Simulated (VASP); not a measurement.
Wanted: the native input for a VASP 6.6.1 run.

- Task: single point
- Functional: PBE
- Potentials or basis: VASP PAW PBE potentials, release 64 (Sn_d, Te)
- Cutoff: 520 eV
- k mesh: 3 × 3 × 4
- Occupations: gaussian, width 0.1 eV
- Spin: no spin polarisation
- Dipole correction: no
- Further INCAR settings: ALGO = Normal; EDIFF = 1e-06; NBANDS = 31

The structure of SnTe5 lies in POSCAR:

```
SnTe5
1.0
    6.8237789593      0.0000000032      0.0000000000
   -3.4118894824      5.9095659270      0.0000000000
    0.0000000000      0.0000000000      4.5600550554
Sn Te
1 5
Direct
    0.0000000000      0.0000000000      0.5000000000
    0.6627293552      0.0000000000      0.0000000000
    0.3372706448      0.3372706448      0.0000000000
    0.0000000000      0.6627293552      0.0000000000
    0.6666666667      0.3333333333      0.5000000000
    0.3333333333      0.6666666667      0.5000000000
```

The cell was built from a structure type or drawn by symmetry, and may not be a known phase.

These files were run (other wordings do the same):

INCAR

```
SYSTEM = SnTe5
ALGO = Normal ; EDIFF = 1E-6
ENCUT = 520 ; GGA = PE
ISIF = 2 ; ISMEAR = 0
LASPH = .TRUE. ; LCHARG = .FALSE.
LREAL = .FALSE. ; LWAVE = .FALSE.
NBANDS = 31 ; NELM = 80
PREC = Accurate ; SIGMA = 0.1
```

KPOINTS

```
k-points
0
G
  3 3 4
  0 0 0
```

Potentials or basis: VASP PAW PBE potentials, release 64 (Sn_d, Te).

The run is started by

```bash
$ cat potpaw_PBE.64/Sn_d/POTCAR potpaw_PBE.64/Te/POTCAR > POTCAR
$ mpirun -np 1 vasp_std > vasp.out
```

It gave:

```yaml
Pressure: 0.2 GPa
Largest_force: 0.012 eV/Å
Band_gap_on_the_k_mesh: zero (bands 22 and 23 overlap by 0.83 eV)
```

Caveat: spin-orbit coupling is left out, which moves the levels of the heavy elements.

It took 53 s on 1 thread of Intel(R) Xeon(R) Platinum 8488C (Sapphire Rapids), with other jobs on the host, peak memory 0.31 GiB.
